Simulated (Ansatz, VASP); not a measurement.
# Two plane-wave programs on NbAs

The input INCAR:

```
ALGO = Normal
EDIFF = 1E-8
ENCUT = 520
ISIF = 2
ISMEAR = -1
LASPH = True
LCHARG = False
LEFG = True
LREAL = False
LWAVE = False
NBANDS = 26
NELM = 100
PREC = Accurate
SIGMA = 0.08
```

File KPOINTS:

```
k-points
0
Gamma
  15 15 15
```

File POSCAR:

```
NbAs
1.0
   -1.7200778833      1.7200778833      5.8204680815
    1.7200778833     -1.7200778833      5.8204680815
    1.7200778833      1.7200778833     -5.8204680815
Nb As
2 2
Direct
    0.7500000000      0.7500000000      0.0000000000
    0.5000000000      0.0000000000      0.5000000000
    0.1660000000      0.1660000000      0.0000000000
    0.9160000000      0.4160000000      0.5000000000
```

Input for Ansatz:

```yaml
crystal:
  lattice:
    - [-1.7200778833, 1.7200778833, 5.8204680815]
    - [1.7200778833, -1.7200778833, 5.8204680815]
    - [1.7200778833, 1.7200778833, -5.8204680815]
  atoms:
    - { symbol: Nb, position: [0.75, 0.75, 0.0] }
    - { symbol: Nb, position: [0.5, 0.0, 0.5] }
    - { symbol: As, position: [0.166, 0.166, 0.0] }
    - { symbol: As, position: [0.916, 0.416, 0.5] }
kpoints:
  mp_grid: { grid: [15, 15, 15] }
scf:
  occupations: { method: fermi_dirac, width: 0.08 }
hamiltonian:
  xc: lda
  pseudopotentials: { kind: paw }
output:
  forces: true
  stress: true
  eigenvalues: true
  efg: { contact_densities: true }
```

Change from the starting cell: volume scaled by 0.99, PAW files.

Alike in both runs: task electric field gradients; functional LDA; k mesh 15 × 15 × 15; occupations fermi-dirac, width 0.08 eV; no spin polarisation.

|  | VASP | Ansatz |
| --- | --- | --- |
| version | VASP 6.6.1 | Ansatz 0.2.0 |
| potentials or method | VASP PAW LDA potentials, release 64 (Nb_sv, As) | PAW with Ansatz's default frozen-core files, scalar-relativistic |
| plane-wave cutoff (eV) | 520 | 420 |
| valence electrons in the cell | 36 | 56 |

Ansatz gave:

```
pressure (GPa)                                                : -3.9
traceless stress, the component that is largest in VASP (GPa) : 0.89
rms of the force components (eV/Å)                            : 0.164
size of Vzz on the site where it differs most (V/Å²)          : 21.1
```

Problem. Which values does VASP return?

Solution. Pressure (GPa): -3.5; traceless stress, the component that is largest in VASP (GPa): 0.83; rms of the force components (eV/Å): 0.167; size of Vzz on the site where it differs most (V/Å²): 16.2.

LDA's correlation is that of Perdew and Zunger in VASP and of Perdew and Wang (1992) in Ansatz. Atom by atom the forces differ by 0.002 eV/Å (rms over components). VASP's potentials hold 36 valence electrons a cell and Ansatz's 56, so a difference there can come from the potentials and not from the codes.
